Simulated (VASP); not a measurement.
Set up this calculation in VASP 6.6.1, as the native input.

| Quantity | Value |
| --- | --- |
| Task | single point |
| Functional | PBE |
| Dispersion | D3(BJ) |
| Potentials or basis | VASP PAW PBE potentials, release 64 (O) |
| Cutoff | 520 eV |
| k mesh | 1 × 1 × 1 |
| Occupations | fermi-dirac, width 0.02 eV |
| Spin | collinear spin, ferromagnetic start |
| Starting moments | [1.0, 1.0, 1.0, 1.0, 1.0, 1.0, 1.0, 1.0, 1.0, 1.0, 1.0, 1.0] μB |
| Dipole correction | no |
| Further INCAR settings | ALGO = Normal; EDIFF = 1e-06; NBANDS = 52 |

The structure of O lies in POSCAR:

```
O
1.0
    6.0876040000      0.0000000000      0.0000000000
    0.0000000000      6.0876040000      0.0000000000
    0.0000000000      0.0000000000      6.0876040000
O
12
Direct
    0.3240848123      0.1654181185      0.1805965040
    0.2528416763      0.1343221405     -0.0011170240
    0.7675433553      0.3739073698      0.2035283504
    0.6610154011      0.5266932606      0.1187823650
    0.8976602289      0.2600530521      0.7627467227
    0.9907346141      0.2307475979      0.5895915700
    0.6372457867      0.8123557314      0.6487609904
    0.4620208542      0.8906295482      0.6013696029
    0.2673629888      0.7271662217      0.9084197987
    0.0676456616      0.6970229995      0.9221361968
    1.0665279805      0.7327349151      0.4233685371
    0.9774781671      0.8901038898      0.3415136727
```

These files were run (other wordings do the same):

INCAR

```
PREC = Accurate
ENCUT = 520
EDIFF = 1E-6
ISMEAR = -1
SIGMA = 0.02
LREAL = False
LASPH = True
NELM = 150
ALGO = Normal
ISIF = 2
LWAVE = False
LCHARG = False
ISPIN = 2
MAGMOM = 1 1 1 1 1 1 1 1 1 1 1 1
LORBIT = 11
GGA = PE
IVDW = 12
NBANDS = 52
```

KPOINTS

```
Automatic mesh
0
Gamma
  1 1 1
```

Potentials or basis: VASP PAW PBE potentials, release 64 (O).

Command:

```bash
$ cat potpaw_PBE.64/O/POTCAR > POTCAR
$ mpirun -np 1 vasp_gam > vasp.out
```

It gave:

```
Pressure                                              : 3.7 GPa
Largest force                                         : 2.411 eV/Å
Net moment                                            : 12.00 μB per cell
Site moments                                          : O +0.80, +0.81, +0.82 (each value once) μB
Valence electrons inside the program's atomic spheres : O 4.94, 4.87, 4.93, 4.90 (each value once)
Dispersion energy per atom                            : -0.042 eV
```

Caveat: the k points lie up to 1.03 Å⁻¹ apart; the standard files for N, O and F lose accuracy on very short bonds; the atoms stand as in a frame of molecular dynamics.

Run time: 58 s on 1 thread of Intel Xeon 8259CL (shared host), peak memory 0.38 GiB.
